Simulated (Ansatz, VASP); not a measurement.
**One calculation of BN, two programs**

```
CELL_PARAMETERS angstrom
0.00000 1.84026 1.84026
1.84026 0.00000 1.84026
1.84026 1.84026 0.00000
ATOMIC_POSITIONS crystal
B 0.00000 0.00000 0.00000
N 0.25000 0.25000 0.25000
```

Alike in both runs: task single point; functional r2SCAN; k mesh 12 × 12 × 12; occupations gaussian, width 0.02 eV; no spin polarisation.

|  | VASP | Ansatz |
| --- | --- | --- |
| version | VASP 6.6.1 | Ansatz 0.2.0 |
| potentials or method | VASP PAW PBE potentials, release 64 (B, N), cutoff 520 eV | scalar-relativistic, plane waves, PAW |
| valence electrons in the cell | 8 | 8 |

Ansatz gave:

| Item | Value |
| --- | --- |
| gap on the k mesh at the Fermi level (eV) | 4.92 |
| least direct gap on the mesh (eV) | 9.29 |
| pressure (GPa) | -20.5 |

Q: Which values does VASP return?

A: gap on the k mesh at the Fermi level (eV): 4.91; least direct gap on the mesh (eV): 9.26; pressure (GPa): -19.6.

VASP's potentials were made for PBE, not for r2SCAN.
